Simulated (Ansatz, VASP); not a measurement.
**Os: VASP beside Ansatz**

```xyz
2
Lattice="0.0000 2.7105 2.7105 2.7105 0.0000 2.7105 2.7105 2.7105 0.0000" Properties=species:S:1:pos:R:3 pbc="T T T"
Os    0.6776    0.6776    0.6776
Os    4.7433    4.7433    4.7433
```

Alike in both runs: task single point; functional revPBE; k mesh 11 × 11 × 11; occupations fermi-dirac, width 0.1 eV; no spin polarisation.

|  | VASP | Ansatz |
| --- | --- | --- |
| version | VASP 6.6.1 | Ansatz 0.2.0 |
| potentials or method | VASP PAW PBE potentials, release 64 (Os_sv_GW), cutoff 560 eV | plane waves (420 eV) with PAW, scalar-relativistic |
| valence electrons in the cell | 32 | 32 |

Ansatz gave:

```
pressure (GPa) : 20.1
```

**Question.** What did VASP give for the same quantities?

**Answer.** Pressure (GPa): 19.5.

VASP's potentials were made for PBE, not for revPBE.

Neither program's run includes spin-orbit coupling.
